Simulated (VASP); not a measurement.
The system is Sb.

```
Sb
1.0
     1.96000    1.96000    1.96000
    -1.96000    1.96000    1.96000
    -1.96000   -1.96000    1.96000
Sb
1
Direct
  0.00000 0.00000 0.00000
```

This isn't the form of Sb at room conditions, which is rhombohedral.

| Quantity | Value |
| --- | --- |
| Program | VASP 6.6.1 |
| Task | relaxation of cell and atoms |
| Functional | r2SCAN |
| Potentials or basis | VASP PAW PBE potentials, release 64 (Sb) |
| Cutoff | 600 eV |
| k mesh | 8 × 8 × 8 |
| Occupations | fermi-dirac, width 0.1 eV |
| Spin | no spin polarisation |

At the start: pressure -5.4 GPa; volume 30.12 Å³/atom.

Problem. Where does the relaxation end?

Solution. Over 4 steps the energy falls by 62.1 meV/atom and the volume is 26.80 Å³/atom (-11.0 %); space group Im-3m (No. 229, to 0.1 Å) before and after.

Step by step:
```csv
step,energy change (eV),largest force (eV/Å),pressure (GPa),volume (Å³)
1,0.0000,0.0000,-5.43,30.12
2,-0.0554,0.0000,2.79,25.89
3,-0.0620,0.0000,-0.11,26.86
4,-0.0621,0.0000,0.04,26.80
```

Final structure:
```xyz
1
Lattice="1.8851 1.8851 1.8851 -1.8851 1.8851 1.8851 -1.8851 -1.8851 1.8851" Properties=species:S:1:pos:R:3 pbc="T T T"
Sb   -1.8851    1.8851    1.8851
```

Caveat: the PAW data sets were made with another functional, which shifts forces and pressure a little.
